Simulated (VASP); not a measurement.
# KBr (Fm-3m) in VASP: notebook, part 4 of 4

VASP 6.6.1. The steps go on from the part before.

## 6. Relaxation of cell and atoms, r2SCAN, target pressure -2 GPa, at which the enthalpy is minimised

This run uses another cell than the first one, of 36.01 Å³/atom.

Contents of POSCAR:

```
KBr
1.0
    3.3022249307      3.3022249307      0.0000000000
   -3.3022249307      3.3022249307      0.0000000000
    0.0000000000      3.3022249307      3.3022249307
K Br
1 1
Direct
    0.0000000000      0.0000000000      0.0000000000
    0.5000000000      0.5000000000      0.0000000000
```

Contents of INCAR.step1:

```
SYSTEM = KBr
ALGO     = Normal         ! electronic algorithm
EDIFF    = 1E-4           ! SCF threshold, eV
ENCUT    = 600            ! plane-wave cutoff, eV
GGA      = PE             ! functional
ISMEAR   = 0              ! smearing method
LASPH    = .True.         ! aspherical terms in the spheres
LCHARG   = .False.        ! write CHGCAR
LREAL    = .False.        ! projectors in reciprocal space
LWAVE    = .True.         ! write WAVECAR
NELM     = 80             ! most SCF steps
PREC     = Accurate       ! precision mode
SIGMA    = 0.01           ! smearing width, eV
```

Contents of INCAR.step2:

```
SYSTEM = KBr
ALGO     = Normal         ! electronic algorithm
EDIFF    = 1E-6           ! SCF threshold, eV
EDIFFG   = -0.002         ! ionic threshold
ENCUT    = 600            ! plane-wave cutoff, eV
IBRION   = 2              ! ionic algorithm
ISIF     = 3              ! what is computed and relaxed
ISMEAR   = 0              ! smearing method
ISTART   = 1            
LASPH    = .True.         ! aspherical terms in the spheres
LCHARG   = .False.        ! write CHGCAR
LMIXTAU  = .True.       
LREAL    = .False.        ! projectors in reciprocal space
LWAVE    = .False.        ! write WAVECAR
METAGGA  = R2SCAN         ! meta-GGA
NELM     = 80             ! most SCF steps
NSW      = 100            ! ionic steps
PREC     = Accurate       ! precision mode
PSTRESS  = -20.0        
SIGMA    = 0.01           ! smearing width, eV
```

Contents of KPOINTS:

```
k-points
0
Gamma
  6 6 6
  0 0 0
```

Potentials or basis: VASP PAW PBE potentials, release 64 (K_sv, Br).

Launch:

```bash
$ cat potpaw_PBE.64/K_sv/POTCAR potpaw_PBE.64/Br/POTCAR > POTCAR
$ cp INCAR.step1 INCAR
$ mpirun -np 1 vasp_std > vasp.out
$ cp INCAR.step2 INCAR
$ mpirun -np 1 vasp_std > vasp.out
```

OUTCAR:

```text
SYSTEM = KBr
   EDIFF = 1E-6
   EDIFFG = -0.002
   ENCUT = 600
   IBRION = 2
   ISIF = 3
   ISMEAR = 0
   ISTART = 1
   LASPH = .True.
   LREAL = .False.
   METAGGA = R2SCAN
   NELM = 80
   NSW = 100
   PREC = Accurate
   PSTRESS = -20.0

 ion  position               nearest neighbor table
   1  0.000  0.000  0.000-   2 3.30   2 3.30   2 3.30   2 3.30   2 3.30   2 3.30
   2  0.500  0.500  0.000-   1 3.30   1 3.30   1 3.30   1 3.30   1 3.30   1 3.30

  LATTYP: Found a face centered cubic cell.
 ALAT       =     6.6044498614

  Lattice vectors:

 A1 = (   0.0000000000,   3.3022249307,   3.3022249307)
 A2 = (   3.3022249307,   0.0000000000,   3.3022249307)
 A3 = (   3.3022249307,   3.3022249307,   0.0000000000)

Analysis of symmetry for initial positions (statically):
=====================================================================
 Subroutine PRICEL returns:
 Original cell was already a primitive cell.

 Routine SETGRP: Setting up the symmetry group for a
 face centered cubic supercell.

 Subroutine GETGRP returns: Found 48 space group operations
 (whereof 48 operations were pure point group operations)
 out of a pool of 48 trial point group operations.

The static configuration has the point symmetry O_h .

Analysis of symmetry for dynamics (positions and initial velocities):
=====================================================================
 Subroutine PRICEL returns:
 Original cell was already a primitive cell.

 Routine SETGRP: Setting up the symmetry group for a
 face centered cubic supercell.

 Subroutine GETGRP returns: Found 48 space group operations
 (whereof 48 operations were pure point group operations)
 out of a pool of 48 trial point group operations.

The dynamic configuration has the point symmetry O_h .

 Subroutine INISYM returns: Found 48 space group operations
 (whereof 48 operations are pure point group operations),
 and found     1 'primitive' translations

----------------------------------------------------------------------------------------

                                     Primitive cell

  volume of cell :      72.0195

  direct lattice vectors                    reciprocal lattice vectors
     3.302224931  3.302224931  0.000000000     0.151413066  0.151413066 -0.151413066
    -3.302224931  3.302224931  0.000000000    -0.151413066  0.151413066 -0.151413066
     0.000000000  3.302224931  3.302224931     0.000000000  0.000000000  0.302826131

  length of vectors
     4.670051283  4.670051283  4.670051283     0.262255123  0.262255123  0.302826131

  position of ions in fractional coordinates (direct lattice)
     0.000000000  0.000000000  0.000000000
     0.500000000  0.500000000  0.000000000

  ion indices of the primitive-cell ions
   primitive index   ion index
                 1           1
                 2           2

----------------------------------------------------------------------------------------

 KPOINTS: k-points

Automatic generation of k-mesh.
 Grid dimensions read from file:
 generate k-points for:    6    6    6

 Generating k-lattice:

  Cartesian coordinates                     Fractional coordinates (reciprocal lattice)
     0.025235511  0.025235511 -0.025235511     0.166666667  0.000000000  0.000000000
    -0.025235511  0.025235511 -0.025235511     0.000000000  0.166666667  0.000000000
     0.000000000  0.000000000  0.050471022     0.000000000  0.000000000  0.166666667

  Length of vectors
     0.043709187  0.043709187  0.050471022

  Shift w.r.t. Gamma in fractional coordinates (k-lattice)
     0.000000000  0.000000000  0.000000000

 Subroutine IBZKPT returns following result:
 ===========================================

 Found     16 irreducible k-points:

 Following reciprocal coordinates:
            Coordinates               Weight
  0.000000  0.000000  0.000000      1.000000
  0.166667  0.000000  0.000000      8.000000
  0.333333  0.000000  0.000000      8.000000
  0.500000  0.000000  0.000000      4.000000
  0.166667  0.166667  0.000000     12.000000
  0.333333  0.166667  0.000000     24.000000
[... 8 lines left out ...]
  0.500000  0.333333  0.166667     24.000000
  0.500000  0.500000  0.166667     12.000000
   k-points           NKPTS =     16   k-points in BZ     NKDIM =     16   number of bands    NBANDS=     12
   number of dos      NEDOS =    301   number of ions     NIONS =      2
   total plane-waves  NPLWV =  64000
   dimension x,y,z NGX =    40 NGY =   40 NGZ =   40
   dimension x,y,z NGXF=    80 NGYF=   80 NGZF=   80
   ions per type =               1   1
   NGX,Y,Z   is equivalent  to a cutoff of  14.24, 14.24, 14.24 a.u.
   NGXF,Y,Z  is equivalent  to a cutoff of  28.48, 28.48, 28.48 a.u.
 SYSTEM =  KBr
   PREC   = accura    normal or accurate (medium, high low for compatibility)
   ISTART =      1    job   : 0-new  1-cont  2-samecut
   ICHARG =      0    charge: 1-file 2-atom 10-const
   ISPIN  =      1    spin polarized calculation?
   LNONCOLLINEAR =      F non collinear calculations
   LSORBIT =      F    spin-orbit coupling
   LASPH  =      T    aspherical Exc in radial PAW
   ENCUT  =  600.0 eV  44.10 Ry    6.64 a.u.   9.33  9.33  9.33*2*pi/ulx,y,z
   NELM   =     80;   NELMIN=  2; NELMDL=  0     # of ELM steps
   EDIFF  = 0.1E-05   stopping-criterion for ELM
   LREAL  =      F    real-space projection
   EDIFFG = -.2E-02   stopping-criterion for IOM
   NSW    =    100    number of steps for IOM
   IBRION =      2    ionic relax: 0-MD 1-quasi-New 2-CG
   NFREE  =      1    steps in history (QN), initial steepest desc. (CG)
   ISIF   =      3    stress and relaxation
   ISYM   =      2    0-nonsym 1-usesym 2-fastsym
   POTIM  = 0.5000    time-step for ionic-motion
   TEBEG  =    0.0;   TEEND  =   0.0 temperature during run
   PSTRESS=  -20.0 pullay stress
   NELECT =      16.0000    total number of electrons
   NUPDOWN=      -1.0000    fix difference up-down
   EMIN   =  10.00;   EMAX   =-10.00  energy-range for DOS
   EFERMI =   0.00;   METHOD = LEGACY
   ISMEAR =     0;   SIGMA  =   0.01  broadening in eV -4-tet -1-fermi 0-gaus
   EFERMI_NEDOS =   21; number of points for ismear=-14 and -15
   IALGO  =     38    algorithm
   IMIX   =      4    mixing-type and parameters
     AMIX     =   0.40;   BMIX     =  1.00
     AMIX_MAG =   1.60;   BMIX_MAG =  1.00
  volume/ion in A,a.u.               =      36.01       243.01
  Fermi-wavevector in a.u.,A,eV,Ry     =   0.991512  1.873687 13.375846  0.983097
  Thomas-Fermi vector in A             =   2.123259
   LORBIT       =      0    0 simple, 1 ext, 2 COOP (PROOUT), +10 PAW based schemes
   METAGGA = R2SCAN    functional components
   LHFCALC =     F    Hartree Fock is set to
   AEXX    =    0.0000 exact exchange contribution
   IVDW    =     0    specifies the selected vdW correction
   LEPSILON=     F    determine dielectric tensor
   LRPA    =     F    only Hartree local field effects (RPA)
 conjugate gradient relaxation of ions
 non-spin polarized calculation
 Gauss-broadening in eV      SIGMA  =   0.01
  energy-cutoff  :      600.00
  volume of cell :       72.02
 maximum number of plane-waves:      2424
 NGX is ok and might be reduce to    40
   NGX = 19   NGY = 19   NGZ = 19

--------------------------------------- Ionic step        1  -------------------------------------------

 number of electron      16.0000000 magnetization

 Free energy of the ion-electron system (eV)
  ---------------------------------------------------
  ext. energy  EPLUGINS =         0.00000000
  ---------------------------------------------------
  free energy    TOTEN  =       -23.24963555 eV

  energy without entropy =      -23.24963555  energy(sigma->0) =      -23.24963555

------------------------ aborting loop because EDIFF is reached ----------------------------------------

  FORCE on cell =-STRESS in cart. coord.  units (eV):
  Direction    XX          YY          ZZ          XY          YZ          ZX
  --------------------------------------------------------------------------------------
  -------------------------------------------------------------------------------------
  Total        0.0211877      0.0211877      0.0211877      0.0000000      0.0000000     -0.0000000
  in kB        0.4713520      0.4713520      0.4713520      0.0000000      0.0000000     -0.0000000
  external PRESSURE =      20.4713520 kB  Pullay stress =     -20.0000000 kB
[... 97 lines left out ...]
  energy  without entropy=      -23.1771268927  energy(sigma->0) =      -23.17712689

  enthalpy is  TOTEN    =       -24.2269554257 eV   P V=       -1.0498285330

[... ionic steps 4 to 18 ...]

--------------------------------------- Ionic step       19  -------------------------------------------

 number of electron      16.0000000 magnetization

------------------------ aborting loop because EDIFF is reached ----------------------------------------
[... 71 lines left out ...]
--------------------------------------- Ionic step       21  -------------------------------------------

 number of electron      16.0000000 magnetization

 Free energy of the ion-electron system (eV)
  ---------------------------------------------------
  ext. energy  EPLUGINS =         0.00000000
  ---------------------------------------------------
  free energy    TOTEN  =       -23.12162335 eV

  energy without entropy =      -23.12162335  energy(sigma->0) =      -23.12162335

 E-fermi :  -2.7395     XC(G=0):  -6.8599

 val. band max:       -2.8480816549   @ k =   0.0000   0.0000   0.0000
 cond. band min:       1.7041508243   @ k =   0.0000   0.0000   0.0000
 fundamental gap:      4.5522324792
 Fermi energy:        -2.7394796757

 k-point     1 :       0.0000    0.0000    0.0000
  band No.  band energies     occupation
      1     -32.2505      2.00000
      2     -15.3618      2.00000
      3     -14.9394      2.00000
      4     -14.9394      2.00000
      5     -14.9394      2.00000
      6      -2.8481      2.00000
      7      -2.8481      2.00000
      8      -2.8481      2.00000
      9       1.7042      0.00000
     10       5.2891      0.00000
     11       5.2891      0.00000
     12       5.2891      0.00000
[... 256 lines left out ...]
  energy  without entropy=      -23.1216233474  energy(sigma->0) =      -23.12162335

  enthalpy is  TOTEN    =       -24.2314492924 eV   P V=       -1.1098259450

 reached required accuracy - stopping structural energy minimisation
```

Wall time 9.4 min (1 thread of AMD EPYC 9R45 (Zen 5), shared host); peak memory 0.24 GiB.

Results:

| Property | Result |
| --- | --- |
| Free energy | -23.1216 eV |
| Relaxed volume | 44.45 Å³/atom |
| Relaxed cell | a = 5.010 Å, b = 5.010 Å, c = 5.010 Å, α = 60.00°, β = 60.00°, γ = 90.00° |
| Space group after relaxing (to 0.1 Å) | Fm-3m (No. 225) |
| Energy change on relaxing (the run minimises the enthalpy) | +64.0 meV/atom |
| Ionic steps | 21 |
| Pressure after relaxing | -2.0 GPa |
| Band gap on the k mesh | 4.55 eV |

Step by step:
```csv
step,energy change (eV),largest force (eV/Å),pressure (GPa),volume (Å³)
1,0.0000,0.0000,0.05,72.02
2,0.0136,0.0000,-0.89,76.92
3,0.0725,0.0000,-1.63,84.10
4,0.2775,0.0000,-2.34,99.77
5,0.1595,0.0000,-2.15,91.36
6,0.1302,0.0000,-2.02,89.08
7,0.1256,0.0000,-1.98,88.71
8,0.1256,0.0000,-1.99,88.71
9,0.1257,0.0000,-1.98,88.72
10,0.1257,0.0000,-1.99,88.72
11,0.1257,0.0000,-1.99,88.72
12,0.1257,0.0000,-1.99,88.72
13,0.1257,0.0000,-1.99,88.72
14,0.1257,0.0000,-1.99,88.72
15,0.1257,0.0000,-1.99,88.72
16,0.1257,0.0000,-1.98,88.72
17,0.1258,0.0000,-1.98,88.73
18,0.1259,0.0000,-1.96,88.74
19,0.1262,0.0000,-1.99,88.76
20,0.1268,0.0000,-1.99,88.81
21,0.1280,0.0000,-2.00,88.91
```

Final structure:
```
K Br
1.0
     3.54243    3.54243    0.00000
    -3.54243    3.54243    0.00000
     0.00000    3.54243    3.54243
K Br
1 1
Direct
  0.00000 0.00000 0.00000
  0.50000 0.50000 0.00000
```

Caveat: the cell is relaxed towards a set pressure, so the run minimises the enthalpy, not the energy; the volume moved by over 15 % at a fixed basis, so the end points are rough; the PAW data sets were made with another functional, which shifts forces and pressure a little.

## 7. Summary

```csv
task,cell,cutoff (eV),gap on the mesh (eV),pressure (GPa)
single point,"a = 4.311 Å, angles 60.0, 60.0, 90.0°, 2 atoms",520,5.88,7.0
single point,"a = 4.422 Å, angles 60.0, 60.0, 90.0°, 2 atoms",520,5.60,4.0
single point,"a = 4.523 Å, angles 60.0, 60.0, 90.0°, 2 atoms",520,5.37,2.0
single point,"a = 5.012 Å, angles 60.0, 60.0, 90.0°, 2 atoms",520,4.55,-2.0
relaxation of cell and atoms,"relaxed to -2 GPa from a = 4.670 Å, angles 60.0, 60.0, 90.0°, 2 atoms",600,4.55,-2.0
```

Alike in all rows: level r2SCAN; potentials or basis VASP PAW PBE potentials, release 64 (K_sv, Br); no spin polarisation; k mesh 6 × 6 × 6; smearing gaussian 0.01 eV.

Caveats: the PAW data sets were made with another functional, which shifts forces and pressure a little; the cell stands under pressure (at least some runs); the cell is relaxed towards a set pressure, so the run minimises the enthalpy, not the energy (at least some runs); the volume moved by over 15 % at a fixed basis, so the end points are rough (at least some runs).

Absolute energies hang on the potentials; compare differences alone.
